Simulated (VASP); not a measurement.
Crystal: Si4GePt.

```
CELL_PARAMETERS angstrom
3.60537 0.00000 0.00000
-1.80269 3.12234 0.00000
0.00000 0.00000 7.29318
ATOMIC_POSITIONS crystal
Si 0.33333 0.66667 0.76655
Si 0.33333 0.66667 0.23345
Si 0.66667 0.33333 0.76655
Si 0.66667 0.33333 0.23345
Ge 0.00000 0.00000 0.50000
Pt 0.00000 0.00000 0.00000
```

The cell was built from a structure type or drawn by symmetry, and may not be a known phase.

```yaml
Program: VASP 6.6.1
Task: relaxation of cell and atoms
Functional: PBE
Potentials_or_basis: VASP PAW PBE potentials, release 64 (Si, Ge_d, Pt)
Cutoff: 600 eV
k_mesh: 6 × 6 × 4
Occupations: gaussian, width 0.1 eV
Spin: no spin polarisation
```

At the start: pressure 43.6 GPa; volume 13.68 Å³/atom.

Task: Where does the relaxation end?

Result: Over 18 steps the energy falls by 510.9 meV/atom and the volume is 16.27 Å³/atom (+18.9 %); space group P6/mmm (No. 191, to 0.1 Å) before and after.

Step by step:
| step | energy change (eV) | largest force (eV/Å) | pressure (GPa) | volume (Å³) |
| --- | --- | --- | --- | --- |
| 1 | 0.0000 | 0.1239 | 43.59 | 82.10 |
| 2 | -0.7629 | 0.5393 | -14.82 | 133.78 |
| 3 | -2.6975 | 0.4211 | -2.13 | 104.35 |
| 4 | -2.7011 | 0.4137 | -1.43 | 103.68 |
| 5 | -2.7016 | 0.4081 | -0.96 | 103.22 |
| 6 | -2.7843 | 0.3154 | -0.43 | 102.03 |
| 7 | -2.9001 | 0.1160 | 1.82 | 98.68 |
| 8 | -2.9050 | 0.0299 | 3.05 | 97.07 |
| 9 | -2.9469 | 0.0398 | -0.65 | 100.23 |
| 10 | -2.9470 | 0.0396 | -0.73 | 100.31 |
| 11 | -2.9539 | 0.0601 | -0.86 | 100.13 |
| 12 | -2.9901 | 0.0161 | -1.06 | 99.66 |
| 13 | -3.0532 | 0.0327 | -0.70 | 98.42 |
| 14 | -3.0545 | 0.0866 | -0.06 | 97.69 |
| 15 | -3.0592 | 0.0004 | -0.49 | 98.11 |
| 16 | -3.0594 | 0.0149 | -0.43 | 98.03 |
| 17 | -3.0606 | 0.0252 | 1.26 | 96.42 |
| 18 | -3.0656 | 0.0038 | -0.06 | 97.62 |

Final structure:
```cif
data_structure
_symmetry_space_group_name_H-M 'P 1'
_symmetry_Int_Tables_number 1
_cell_length_a 4.3441
_cell_length_b 4.3441
_cell_length_c 5.9731
_cell_angle_alpha 90.000
_cell_angle_beta 90.000
_cell_angle_gamma 120.000
_cell_volume 97.62
loop_
_atom_site_label
_atom_site_type_symbol
_atom_site_fract_x
_atom_site_fract_y
_atom_site_fract_z
_atom_site_occupancy
Si1 Si 0.33333 0.66667 0.78504 1
Si2 Si 0.33333 0.66667 0.21496 1
Si3 Si 0.66667 0.33333 0.78504 1
Si4 Si 0.66667 0.33333 0.21496 1
Ge1 Ge 0.00000 0.00000 0.50000 1
Pt1 Pt 0.00000 0.00000 0.00000 1
```

Caveat: the volume moved by over 15 % at a fixed basis, so the end points are rough; the highest band is partly filled, so the run has too few bands.
